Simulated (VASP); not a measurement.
Write the native input for VASP 6.6.1 that does the following.

* Task: relaxation of cell and atoms
* Functional: LDA
* Potentials or basis: VASP PAW LDA potentials, release 64 (Ca_sv, O)
* Cutoff: 600 eV
* k mesh: 8 × 8 × 8
* Occupations: gaussian, width 0.01 eV
* Spin: no spin polarisation
* Target pressure: -1 GPa
* Dipole correction: no
* Further INCAR settings: ALGO = Normal; EDIFF = 1e-07; IBRION = 2; EDIFFG = -0.001; NSW = 80; ISIF = 3

The structure of CaO lies in POSCAR:

```
CaO
1.0
    0.0000000000      2.3538977898      2.3538977898
    2.3538977898      0.0000000000      2.3538977898
    2.3538977898      2.3538977898      0.0000000000
Ca O
1 1
Direct
    0.0000000000      0.0000000000      0.0000000000
    0.5000000000      0.5000000000      0.5000000000
```

The input as run:

INCAR

```
SYSTEM = CaO
ALGO = Normal
EDIFF = 1E-7
EDIFFG = -0.001
ENCUT = 600
GGA_COMPAT = .FALSE.
IBRION = 2
ISIF = 3
ISMEAR = 0
LASPH = .TRUE.
LCHARG = .FALSE.
LREAL = .FALSE.
LWAVE = .FALSE.
NELM = 120
NELMIN = 4
NSW = 80
PREC = Accurate
PSTRESS = -10.0
SIGMA = 0.01
```

KPOINTS

```
k-points
0
G
  8 8 8
  0 0 0
```

Potentials or basis: VASP PAW LDA potentials, release 64 (Ca_sv, O).

Run with:

```sh
$ cat potpaw_LDA.64/Ca_sv/POTCAR potpaw_LDA.64/O/POTCAR > POTCAR
$ mpirun -np 1 vasp_std > vasp.out
```

Results of the run:

```yaml
Relaxed_volume: 13.23 Å³/atom
Relaxed_cell: a = 3.345 Å, b = 3.345 Å, c = 3.345 Å, α = 60.00°, β = 60.00°, γ = 60.00°
Space_group_after_relaxing_to_0.1_Å: Fm-3m (No. 225)
Energy_change_on_relaxing_the_run_minimises_the_enthalpy: +0.1 meV/atom
Ionic_steps: 3
Pressure_after_relaxing: -1.0 GPa
Band_gap_on_the_k_mesh: 3.43 eV (least direct gap 3.79 eV)
```

Caveat: the cell is relaxed towards a set pressure, so the run minimises the enthalpy, not the energy.

Run time: 24 s on 1 thread of Intel(R) Xeon(R) Platinum 8375C CPU @ 2.90GHz (Ice Lake), on a shared host, peak memory 0.16 GiB.
